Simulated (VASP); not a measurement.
# Ag (P6_3/mmc) in VASP: a series of runs

Runs on Ag. Level: PBE. Tasks: single point.

Everything below comes from runs of VASP 6.6.1. Logs are shortened: lines on timing, memory, paths and dates and some standing lists are left out, and cuts for length are marked.

### Step 1. The cell of the first run

It takes space group P6_3/mmc (No. 194, hexagonal). Conventional cell: a = 2.930 Å, b = 2.930 Å, c = 4.646 Å, α = 90.00°, β = 90.00°, γ = 120.00°. Within 3.8 Å of Ag (site symmetry -6m2) lie 12 Ag at 2.87 to 2.93 Å.

This isn't the form of Ag at room conditions, which is fcc.

### Step 2. Single point, PBE (z stretched by -3 %, then relaxed in part)

Input file INCAR:

```
SYSTEM = Ag
PREC     = Accurate       ! precision mode
ENCUT    = 520            ! plane-wave cutoff, eV
EDIFF    = 1E-7           ! SCF threshold, eV
ISMEAR   = -1             ! smearing method
SIGMA    = 0.05           ! smearing width, eV
LREAL    = .FALSE.        ! projectors in reciprocal space
LASPH    = .TRUE.         ! aspherical terms in the spheres
NELM     = 80             ! most SCF steps
ALGO     = Normal         ! electronic algorithm
ISIF     = 2              ! what is computed and relaxed
LWAVE    = .FALSE.        ! write WAVECAR
LCHARG   = .FALSE.        ! write CHGCAR
GGA      = PE             ! functional
NBANDS   = 18             ! bands
```

Input file KPOINTS:

```
Automatic mesh
0
G
  18 18 10
  0 0 0
```

Input file POSCAR:

```
Ag
1.0
    2.9300000000      0.0000000000      0.0000000000
   -1.4650000000      2.5374544331      0.0000000000
    0.0000000000      0.0000000000      4.6463000000
Ag
2
Direct
    0.3333333333      0.6666666667      0.2500000000
    0.6666666667      0.3333333333      0.7500000000
```

Potentials or basis: VASP PAW PBE potentials, release 64 (Ag).

Launch:

```console
$ cat potpaw_PBE.64/Ag/POTCAR > POTCAR
$ mpirun -np 1 vasp_std > vasp.out
```

OUTCAR:

```text
SYSTEM = Ag
   PREC = Accurate
   ENCUT = 520
   EDIFF = 1E-7
   ISMEAR = -1
   LREAL = .FALSE.
   LASPH = .TRUE.
   NELM = 80
   ISIF = 2
   GGA = PE

 ion  position               nearest neighbor table
   1  0.333  0.667  0.250-   2 2.87   2 2.87   2 2.87   2 2.87   2 2.87   2 2.87
   2  0.667  0.333  0.750-   1 2.87   1 2.87   1 2.87   1 2.87   1 2.87   1 2.87

  LATTYP: Found a hexagonal cell.
 ALAT       =     2.9300000000
 C/A-ratio  =     1.5857679181

  Lattice vectors:

 A1 = (   2.9300000000,   0.0000000000,   0.0000000000)
 A2 = (  -1.4650000000,   2.5374544331,   0.0000000000)
 A3 = (   0.0000000000,   0.0000000000,   4.6463000000)

Analysis of symmetry for initial positions (statically):
=====================================================================
 Subroutine PRICEL returns:
 Original cell was already a primitive cell.

 Routine SETGRP: Setting up the symmetry group for a
 hexagonal supercell.

 Subroutine GETGRP returns: Found 24 space group operations
 (whereof 12 operations were pure point group operations)
 out of a pool of 24 trial point group operations.

The static configuration has the point symmetry D_3d.
 The point group associated with its full space group is D_6h.

Analysis of symmetry for dynamics (positions and initial velocities):
=====================================================================
 Subroutine PRICEL returns:
 Original cell was already a primitive cell.

 Routine SETGRP: Setting up the symmetry group for a
 hexagonal supercell.

 Subroutine GETGRP returns: Found 24 space group operations
 (whereof 12 operations were pure point group operations)
 out of a pool of 24 trial point group operations.

The dynamic configuration has the point symmetry D_3d.
 The point group associated with its full space group is D_6h.

 Subroutine INISYM returns: Found 24 space group operations
 (whereof 12 operations are pure point group operations),
 and found     1 'primitive' translations

----------------------------------------------------------------------------------------

                                     Primitive cell

  volume of cell :      34.5440

  direct lattice vectors                    reciprocal lattice vectors
     2.930000000  0.000000000  0.000000000     0.341296928  0.197047873  0.000000000
    -1.465000000  2.537454433  0.000000000     0.000000000  0.394095747  0.000000000
     0.000000000  0.000000000  4.646300000     0.000000000  0.000000000  0.215225018

  length of vectors
[... 81 lines left out ...]
   NELM   =     80;   NELMIN=  2; NELMDL= -5     # of ELM steps
   EDIFF  = 0.1E-06   stopping-criterion for ELM
   LREAL  =      F    real-space projection
   EDIFFG = 0.1E-05   stopping-criterion for IOM
   NSW    =      0    number of steps for IOM
   IBRION =     -1    ionic relax: 0-MD 1-quasi-New 2-CG
   NFREE  =      0    steps in history (QN), initial steepest desc. (CG)
   ISIF   =      2    stress and relaxation
   ISYM   =      2    0-nonsym 1-usesym 2-fastsym
   POTIM  = 0.5000    time-step for ionic-motion
   TEBEG  =    0.0;   TEEND  =   0.0 temperature during run
   PSTRESS=    0.0 pullay stress
   NELECT =      22.0000    total number of electrons
   NUPDOWN=      -1.0000    fix difference up-down
   EMIN   =  10.00;   EMAX   =-10.00  energy-range for DOS
   EFERMI =   0.00;   METHOD = LEGACY
   ISMEAR =    -1;   SIGMA  =   0.05  broadening in eV -4-tet -1-fermi 0-gaus
   EFERMI_NEDOS =   21; number of points for ismear=-14 and -15
   IALGO  =     38    algorithm
   IMIX   =      4    mixing-type and parameters
     AMIX     =   0.40;   BMIX     =  1.00
     AMIX_MAG =   1.60;   BMIX_MAG =  1.00
  volume/ion in A,a.u.               =      17.27       116.56
  Fermi-wavevector in a.u.,A,eV,Ry     =   1.408504  2.661686 26.992366  1.983883
  Thomas-Fermi vector in A             =   2.530655
   LORBIT       =      0    0 simple, 1 ext, 2 COOP (PROOUT), +10 PAW based schemes
   GGA     = PE    functional components
   LHFCALC =     F    Hartree Fock is set to
   AEXX    =    0.0000 exact exchange contribution
   IVDW    =     0    specifies the selected vdW correction
   LEPSILON=     F    determine dielectric tensor
   LRPA    =     F    only Hartree local field effects (RPA)
 non-spin polarized calculation
  energy-cutoff  :      520.00
  volume of cell :       34.54
 maximum number of plane-waves:       965
 NGX is ok and might be reduce to    24
   NGX = 11   NGY = 11   NGZ = 17

 number of electron      22.0000007 magnetization

 Free energy of the ion-electron system (eV)
  ---------------------------------------------------
  ext. energy  EPLUGINS =         0.00000000
  ---------------------------------------------------
  free energy    TOTEN  =        -5.40935339 eV

  energy without entropy =       -5.40453613  energy(sigma->0) =       -5.40694476

 E-fermi :   8.2502     XC(G=0): -12.1308

 val. band max:        8.2308047827   @ k =   0.0556   0.0556   0.1000
 cond. band min:       8.2527624213   @ k =   0.2778   0.0000   0.3000
 fundamental gap:      0.0219576387
 Fermi energy:         8.2501996262

 k-point     1 :       0.0000    0.0000    0.0000
  band No.  band energies     occupation
      1       0.5783      2.00000
      2       1.9520      2.00000
      3       3.5848      2.00000
      4       3.5848      2.00000
      5       3.6108      2.00000
      6       3.8440      2.00000
[... 481 lines left out ...]
      5       3.8558      2.00000
      6       4.0220      2.00000
[... 10 lines left out ...]
     17      19.3558      0.00000
     18      23.2813      0.00000

 [... further k-points ...]

------------------------ aborting loop because EDIFF is reached ----------------------------------------

  FORCE on cell =-STRESS in cart. coord.  units (eV):
  Direction    XX          YY          ZZ          XY          YZ          ZX
  --------------------------------------------------------------------------------------
  -------------------------------------------------------------------------------------
  Total        0.5349572      0.5349572      1.1848319      0.0000000     -0.0000000      0.0000000
  in kB       24.8116982     24.8116982     54.9533557      0.0000000     -0.0000000      0.0000000
  external PRESSURE =      34.8589174 kB  Pullay stress =       0.0000000 kB

 VOLUME and BASIS-vectors are now :
 -----------------------------------------------------------------------------
  energy-cutoff  :      520.00
  volume of cell :       34.54
      direct lattice vectors                 reciprocal lattice vectors
     2.930000000  0.000000000  0.000000000     0.341296928  0.197047873  0.000000000
    -1.465000000  2.537454433  0.000000000     0.000000000  0.394095747  0.000000000
     0.000000000  0.000000000  4.646300000     0.000000000  0.000000000  0.215225018

 POSITION                                       TOTAL-FORCE (eV/Angst)
 -----------------------------------------------------------------------------------
     -0.00000      1.69164      1.16158         0.000000     -0.000000      0.000000
      1.46500      0.84582      3.48473        -0.000000      0.000000      0.000000
 -----------------------------------------------------------------------------------
    total drift:                               -0.000000      0.000000     -0.000000

  FREE ENERGIE OF THE ION-ELECTRON SYSTEM (eV)
  ---------------------------------------------------
  free  energy   TOTEN  =        -5.4093533924 eV

  energy  without entropy=       -5.4045361286  energy(sigma->0) =       -5.40694476
```

stdout:

```text
POSCAR found type information on POSCAR Ag
 POSCAR found :  1 types and       2 ions
 scaLAPACK will be used
 LDA part: xc-table for (Slater+PW92), standard interpolation
 POSCAR, INCAR and KPOINTS ok, starting setup
 FFT: planning ... GRIDC
 FFT: planning ... GRID_SOFT
 FFT: planning ... GRID
 WAVECAR not read
 entering main loop
```

Wall time 56 s (1 thread of AMD EPYC 9R45 (Zen 5), shared host); peak memory 0.2 GiB.

What came out:

```
Free energy            : -5.4094 eV
Pressure               : 3.5 GPa
Band gap on the k mesh : zero (bands 11 and 12 overlap by 7.33 eV)
```

Caveat: the cell differs from its parent crystal (z stretched by -3 %, then relaxed in part); the cell stands under pressure.

### Step 3. Single point, PBE (17.45 Å³/atom)

This run uses another cell than the first one, of 17.45 Å³/atom.

Input file INCAR:

```
SYSTEM = Ag
PREC = Accurate ; ENCUT = 520
EDIFF = 1E-6 ; ISMEAR = -1
SIGMA = 0.05 ; LREAL = .False.
LASPH = .True. ; NELM = 100
ALGO = Normal ; ISIF = 2
LWAVE = .False. ; LCHARG = .False.
GGA = PE ; NBANDS = 18
```

Input file KPOINTS:

```
regular mesh
0
Gamma
  18 18 10
  0 0 0
```

Input file POSCAR:

```
Ag
1.0
    2.9103349780      0.0000000000      0.0000000000
   -1.4551674890      2.5204240244      0.0000000000
    0.0000000000      0.0000000000      4.7578513803
Ag
2
Direct
    0.3333333333      0.6666666667      0.2500000000
    0.6666666667      0.3333333333      0.7500000000
```

Potentials or basis: VASP PAW PBE potentials, release 64 (Ag).

Launch:

```console
$ cat potpaw_PBE.64/Ag/POTCAR > POTCAR
$ mpirun -np 1 vasp_std > vasp.out
```

OUTCAR:

```text
SYSTEM = Ag
   PREC = Accurate
   ENCUT = 520
   EDIFF = 1E-6
   ISMEAR = -1
   LREAL = .False.
   LASPH = .True.
   NELM = 100
   ISIF = 2
   GGA = PE

 ion  position               nearest neighbor table
   1  0.333  0.667  0.250-   2 2.91   2 2.91   2 2.91   2 2.91   2 2.91   2 2.91
   2  0.667  0.333  0.750-   1 2.91   1 2.91   1 2.91   1 2.91   1 2.91   1 2.91

  LATTYP: Found a hexagonal cell.
 ALAT       =     2.9103349780
 C/A-ratio  =     1.6348122866

  Lattice vectors:

 A1 = (   2.9103349780,   0.0000000000,   0.0000000000)
 A2 = (  -1.4551674890,   2.5204240244,   0.0000000000)
 A3 = (   0.0000000000,   0.0000000000,   4.7578513803)

Analysis of symmetry for initial positions (statically):
=====================================================================
 Subroutine PRICEL returns:
 Original cell was already a primitive cell.

 Routine SETGRP: Setting up the symmetry group for a
 hexagonal supercell.

 Subroutine GETGRP returns: Found 24 space group operations
 (whereof 12 operations were pure point group operations)
 out of a pool of 24 trial point group operations.

The static configuration has the point symmetry D_3d.
[... 162 lines left out ...]

 E-fermi :   8.1004     XC(G=0): -12.0706

 val. band max:        8.1000552315   @ k =   0.3889   0.1111   0.3000
 cond. band min:       8.1374073169   @ k =   0.3333   0.0556   0.4000
 fundamental gap:      0.0373520854
 Fermi energy:         8.1004335042

 k-point     1 :       0.0000    0.0000    0.0000
  band No.  band energies     occupation
      1       0.5134      2.00000
      2       1.8567      2.00000
      3       3.3808      2.00000
      4       3.4768      2.00000
      5       3.4768      2.00000
      6       3.7047      2.00000
[... 481 lines left out ...]
      5       3.6999      2.00000
      6       3.8864      2.00000
[... 10 lines left out ...]
     17      19.0100      0.00000
     18      23.1116      0.00000

 [... further k-points ...]

------------------------ aborting loop because EDIFF is reached ----------------------------------------

  FORCE on cell =-STRESS in cart. coord.  units (eV):
  Direction    XX          YY          ZZ          XY          YZ          ZX
  --------------------------------------------------------------------------------------
  -------------------------------------------------------------------------------------
  Total        0.4878550      0.4878550      0.5071164      0.0000000      0.0000000      0.0000000
  in kB       22.3961751     22.3961751     23.2804186      0.0000000      0.0000000      0.0000000
  external PRESSURE =      22.6909229 kB  Pullay stress =       0.0000000 kB

 VOLUME and BASIS-vectors are now :
 -----------------------------------------------------------------------------
  energy-cutoff  :      520.00
  volume of cell :       34.90
      direct lattice vectors                 reciprocal lattice vectors
     2.910334978  0.000000000  0.000000000     0.343603059  0.198379318  0.000000000
    -1.455167489  2.520424024  0.000000000     0.000000000  0.396758637  0.000000000
     0.000000000  0.000000000  4.757851380     0.000000000  0.000000000  0.210178906

 POSITION                                       TOTAL-FORCE (eV/Angst)
 -----------------------------------------------------------------------------------
     -0.00000      1.68028      1.18946         0.000000     -0.000000      0.000000
      1.45517      0.84014      3.56839        -0.000000      0.000000      0.000000
 -----------------------------------------------------------------------------------
    total drift:                               -0.000000      0.000000     -0.000000

  FREE ENERGIE OF THE ION-ELECTRON SYSTEM (eV)
  ---------------------------------------------------
  free  energy   TOTEN  =        -5.4224504287 eV

  energy  without entropy=       -5.4162654994  energy(sigma->0) =       -5.41935796
```

OSZICAR:

```text
N       E                     dE             d eps       ncg     rms          rms(c)
DAV:   1     0.125817900808E+03    0.12582E+03   -0.11771E+04  8000   0.121E+03
DAV:   2    -0.384145432517E+01   -0.12966E+03   -0.12328E+03  8280   0.269E+02
DAV:   3    -0.590648424522E+01   -0.20650E+01   -0.20576E+01  9152   0.381E+01
DAV:   4    -0.591270925963E+01   -0.62250E-02   -0.62245E-02  8880   0.206E+00
DAV:   5    -0.591275970270E+01   -0.50443E-04   -0.50443E-04  8818   0.198E-01    0.696E+00
DAV:   6    -0.544219547556E+01    0.47056E+00   -0.11610E+00  8262   0.116E+01    0.457E+00
DAV:   7    -0.542766032277E+01    0.14535E-01   -0.14891E-02  8644   0.116E+00    0.257E+00
DAV:   8    -0.542242631235E+01    0.52340E-02   -0.11528E-03  8360   0.271E-01    0.114E-01
DAV:   9    -0.542243899067E+01   -0.12678E-04   -0.15828E-05  9158   0.292E-02    0.378E-02
DAV:  10    -0.542245109739E+01   -0.12107E-04   -0.79029E-06  8772   0.262E-02    0.544E-03
DAV:  11    -0.542245042867E+01    0.66872E-06   -0.81433E-08  4518   0.261E-03
   1 F= -.54224504E+01 E0= -.54193580E+01  d E =-.618493E-02
```

It took 48 s on 1 thread of AMD EPYC 9R45 (Zen 5), shared host; peak memory 0.21 GiB.

What came out:

```yaml
Free_energy: -5.4225 eV
Pressure: 2.3 GPa
Band_gap_on_the_k_mesh: zero (bands 11 and 12 overlap by 7.44 eV)
```

Levels at points of the mesh, in eV from the Fermi level:
```csv
k point,band 8,band 9,band 10,band 11,band 12,band 13,band 14,band 15
"(0.00, 0.00, 0.00)",-4.06,-4.06,-3.09,-3.09,-0.33,3.47,15.61,17.49
"(0.50, 0.00, 0.00)",-2.96,-2.91,-2.82,0.13,1.51,6.80,7.06,9.21
"(0.00, 0.00, 0.50)",-4.45,-3.39,-3.39,-3.39,-3.39,10.97,10.97,15.96
"(0.50, 0.00, 0.50)",-3.13,-2.87,-2.87,0.80,0.80,4.47,4.47,13.46
```

The gap in the log of VASP goes by the Fermi energy; the results here count the filled bands.